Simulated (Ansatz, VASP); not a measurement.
# One calculation of Rh, two programs

INCAR

```
PREC = Accurate
ENCUT = 500
EDIFF = 1E-6
ISMEAR = 0
SIGMA = 0.1
LREAL = False
LASPH = True
NELM = 120
ALGO = Normal
ISIF = 2
LWAVE = False
LCHARG = False
GGA = PS
NBANDS = 14
GGA_COMPAT = False
```

The input KPOINTS:

```
Automatic mesh
0
Gamma
  6 6 6
```

Contents of POSCAR:

```
Rh
1.0
   -1.5142623855      1.5142623855      1.5142623855
    1.5142623855     -1.5142623855      1.5142623855
    1.5142623855      1.5142623855     -1.5142623855
Rh
1
Direct
    0.0000000000      0.0000000000      0.0000000000
```

Input for Ansatz:

```yaml
crystal:
  lattice:
    - [-1.5142623855, 1.5142623855, 1.5142623855]
    - [1.5142623855, -1.5142623855, 1.5142623855]
    - [1.5142623855, 1.5142623855, -1.5142623855]
  atoms:
    - { symbol: Rh, position: [0.0, 0.0, 0.0] }
basis:
  ecutwfc: 420
kpoints:
  mp_grid: { grid: [6, 6, 6] }
hamiltonian:
  xc: pbesol
  pseudopotentials: { kind: paw, azcp: { folder: soft_1 } }
scf:
  occupations: { method: gaussian, width: 0.1 }
output:
  forces: true
  stress: true
  eigenvalues: true
```

Alike in both runs: task single point; functional PBEsol; k mesh 6 × 6 × 6; occupations gaussian, width 0.1 eV; no spin polarisation.

|  | VASP | Ansatz |
| --- | --- | --- |
| version | VASP 6.6.1 | Ansatz 0.2.0 |
| potentials or method | VASP PAW PBE potentials, release 64 (Rh_pv), cutoff 500 eV | scalar-relativistic, plane waves, PAW |
| valence electrons in the cell | 15 | 17 |

```csv
,VASP,Ansatz,Ansatz less VASP
gap on the k mesh at the Fermi level (eV),none,none,-
pressure (GPa),1.8,1.8,+0.04
```

VASP's potentials were made for PBE, not for PBEsol, and Ansatz warns of the same on its side. A gap of «none» marks a metal or a gap that the smearing closes. With one functional, cell and mesh, what is left measures potentials, basis and numerics. VASP's potentials hold 15 valence electrons a cell and Ansatz's 17, so a difference there can come from the potentials and not from the codes.

The k mesh is coarse, so the values compare programs but aren't converged.
